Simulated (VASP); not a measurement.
Wanted: the native input for a VASP 6.6.1 run.

| Item | Value |
| --- | --- |
| Task | single point |
| Functional | PBE-based screened hybrid with 40 % exact exchange |
| Potentials or basis | VASP PAW PBE potentials, release 64 (Pb_d, F) |
| Cutoff | 520 eV |
| k mesh | 4 × 4 × 4 |
| Occupations | gaussian, width 0.01 eV |
| Spin | no spin polarisation |
| Dipole correction | no |
| Grid for exact exchange (PRECFOCK) | Normal |
| Share of exact exchange | 0.4 |
| Further INCAR settings | ALGO = Normal; EDIFF = 1e-06; NBANDS = 21 |
| Screening parameter | 0.1 1/Å |

PbF2:

```
CELL_PARAMETERS angstrom
0.00000 2.96044 2.96044
2.96044 0.00000 2.96044
2.96044 2.96044 0.00000
ATOMIC_POSITIONS crystal
Pb 0.00000 0.00000 0.00000
F 0.25000 0.25000 0.25000
F 0.75000 0.75000 0.75000
```

The input as run:

POSCAR

```
PbF2
1.0
    0.0000000000      2.9604388884      2.9604388884
    2.9604388884      0.0000000000      2.9604388884
    2.9604388884      2.9604388884      0.0000000000
Pb F
1 2
Direct
    0.0000000000      0.0000000000      0.0000000000
    0.2500000000      0.2500000000      0.2500000000
    0.7500000000      0.7500000000      0.7500000000
```

INCAR.step1

```
PREC = Accurate
ENCUT = 520
EDIFF = 1E-5
ISMEAR = 0
SIGMA = 0.01
LREAL = F
LASPH = T
NELM = 120
ALGO = Normal
ISIF = 2
LWAVE = T
LCHARG = F
GGA = PE
NBANDS = 21
GGA_COMPAT = F
```

INCAR.step2

```
PREC = Accurate
ENCUT = 520
EDIFF = 1E-6
ISMEAR = 0
SIGMA = 0.01
LREAL = F
LASPH = T
NELM = 120
ALGO = Normal
ISIF = 2
LWAVE = F
LCHARG = F
GGA = PE
LHFCALC = T
AEXX = 0.4
HFSCREEN = 0.1
PRECFOCK = Normal
ISTART = 1
NBANDS = 21
GGA_COMPAT = F
```

KPOINTS

```
Automatic mesh
0
Gamma
  4 4 4
```

Potentials or basis: VASP PAW PBE potentials, release 64 (Pb_d, F).

Command:

```bash
$ cat potpaw_PBE.64/Pb_d/POTCAR potpaw_PBE.64/F/POTCAR > POTCAR
$ cp INCAR.step1 INCAR
$ mpirun -np 1 vasp_std > vasp.out
$ cp INCAR.step2 INCAR
$ mpirun -np 1 vasp_std > vasp.out
```

It gave:

```yaml
Pressure: 0.0 GPa
Band_gap_on_the_k_mesh: 7.10 eV (least direct gap 7.23 eV)
```

Caveat: the k points lie up to 0.46 Å⁻¹ apart; the structure was generated, so it needn't be the stable form of PbF2; the PAW data sets were made with another functional, which shifts forces and pressure a little; spin-orbit coupling is left out, which moves the levels of the heavy elements.

Run time: 26 min on 1 thread of AMD EPYC 7R43 64-Core Processor (Zen 3), with other jobs on the host, peak memory 0.25 GiB.
